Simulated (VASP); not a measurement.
As, 2 atoms in the cell. The cell holds a slab with vacuum, 2 atoms: a = 3.670 Å, b = 3.670 Å, c = 28.000 Å, α = 90.00°, β = 90.00°, γ = 120.00°. 

- Program: VASP 6.6.1
- Task: single point
- Functional: PBE
- Potentials or basis: VASP PAW PBE potentials, release 64 (As)
- Cutoff: 520 eV
- k mesh: 9 × 9 × 1
- Occupations: gaussian, width 0.02 eV
- Spin: no spin polarisation
- Dipole correction: yes
- Further INCAR settings: ALGO = Normal; EDIFF = 1e-07; NBANDS = 12

Potentials or basis: VASP PAW PBE potentials, release 64 (As).

Run with:

```console
$ cat potpaw_PBE.64/As/POTCAR > POTCAR
$ mpirun -np 1 vasp_std > vasp.out
```

Hardware: 1 thread of Intel(R) Xeon(R) Platinum 8124M CPU @ 3.00GHz (Skylake/Cascade Lake), on a shared host.

Question: How long does it take, and how much memory?

Answer: It took 61 s on 1 thread of Intel(R) Xeon(R) Platinum 8124M CPU @ 3.00GHz (Skylake/Cascade Lake), on a shared host, peak memory 0.39 GiB. Counts: scf iterations 20, k points 12.
